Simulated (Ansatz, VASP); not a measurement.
**Si2WAu2: VASP beside Ansatz**

POSCAR

```
Si2WAu2
1.0
    0.0000000000      4.2096440000      0.0000000000
    4.2096440000      0.0000000000      0.0000000000
    2.1048220000      2.1048220000     -4.8605700000
W Au Si
1 2 2
Direct
    0.0000000000      0.0000000000      0.0000000000
    0.7500000000      0.2500000000      0.5000000000
    0.2500000000      0.7500000000      0.5000000000
    0.3790000000      0.3790000000      0.2420000000
    0.6210000000      0.6210000000      0.7580000000
```

The input INCAR.step1:

```
PREC     = Accurate       # precision mode
ENCUT    = 520            # plane-wave cutoff, eV
EDIFF    = 1E-5           # SCF threshold, eV
ISMEAR   = -1             # smearing method
SIGMA    = 0.1            # smearing width, eV
LREAL    = False          # projectors in reciprocal space
LASPH    = True           # aspherical terms in the spheres
NELM     = 80             # most SCF steps
ALGO     = Normal         # electronic algorithm
ISIF     = 2              # what is computed and relaxed
LWAVE    = True           # write WAVECAR
GGA      = PE             # functional
NBANDS   = 30             # bands
```

Contents of INCAR.step2:

```
PREC     = Accurate       # precision mode
ENCUT    = 520            # plane-wave cutoff, eV
EDIFF    = 1E-6           # SCF threshold, eV
ISMEAR   = -1             # smearing method
SIGMA    = 0.1            # smearing width, eV
LREAL    = False          # projectors in reciprocal space
LASPH    = True           # aspherical terms in the spheres
NELM     = 80             # most SCF steps
ALGO     = Normal         # electronic algorithm
ISIF     = 2              # what is computed and relaxed
LWAVE    = False          # write WAVECAR
LCHARG   = True           # write CHGCAR
GGA      = PE             # functional
LHFCALC  = True           # exact exchange
HFSCREEN = 0.2079         # screening, 1/A
PRECFOCK = Fast         
LELF     = True           # ELF
LVHAR    = True         
ISTART   = 1            
NBANDS   = 30             # bands
```

Contents of KPOINTS:

```
regular mesh
0
Gamma
  3 3 3
```

Input for Ansatz:

```yaml
crystal:
  lattice:
    - [0.0, 4.209644, 0.0]
    - [4.209644, 0.0, 0.0]
    - [2.104822, 2.104822, -4.86057]
  atoms:
    - { symbol: W, position: [0.0, 0.0, 0.0] }
    - { symbol: Au, position: [0.75, 0.25, 0.5] }
    - { symbol: Au, position: [0.25, 0.75, 0.5] }
    - { symbol: Si, position: [0.379, 0.379, 0.242] }
    - { symbol: Si, position: [0.621, 0.621, 0.758] }
  symmetry: { tolerance: 0.0003 }
kpoints:
  mp_grid: { grid: [3, 3, 3], shift: [0, 0, 0] }
magnetization:
  spin_polarized: false
scf:
  occupations: { method: fermi_dirac }
hamiltonian:
  pseudopotentials: { kind: paw }
  xc: hse06
basis:
  ecutwfc: 420
  fft_grid_basis: typed
output:
  forces: true
  stress: true
  eigenvalues: true
  bader: true
  populations: true
  elf: true
  write_potential: true
  volumetric_format: npy
  dos:
    e_range: [-12, 8]
    de: 0.05
    projected: { site_lists: { Au: [Au], Si: [Si], W: [W] } }
```

Alike in both runs: task single point; functional HSE06; k mesh 3 × 3 × 3; no spin polarisation.

|  | VASP | Ansatz |
| --- | --- | --- |
| version | VASP 6.6.1 | Ansatz 0.2.0 |
| potentials or method | VASP PAW PBE potentials, release 64 (W_sv, Au, Si), cutoff 520 eV | PAW plane waves |
| occupations | fermi-dirac, width 0.1 eV | fermi-dirac |
| valence electrons in the cell | 44 | 60 |

|  | VASP | Ansatz | Ansatz less VASP |
| --- | --- | --- | --- |
| pressure (GPa) | -7.0 | -6.8 | +0.19 |
| traceless stress, the component that is largest in VASP (GPa) | -1.71 | -1.79 | -0.081 |
| rms of the force components (eV/Å) | 0.930 | 0.926 | -0.0042 |

Atom by atom the forces differ by 0.004 eV/Å (rms over components). VASP's potentials hold 44 valence electrons a cell and Ansatz's 60, so a difference there can come from the potentials and not from the codes. Ansatz's warnings: filled band counts differ across k points, stress exchange threshold loose, stress scf threshold loose.

The k mesh is coarse, so the values compare programs but aren't converged. Neither program's run includes spin-orbit coupling.
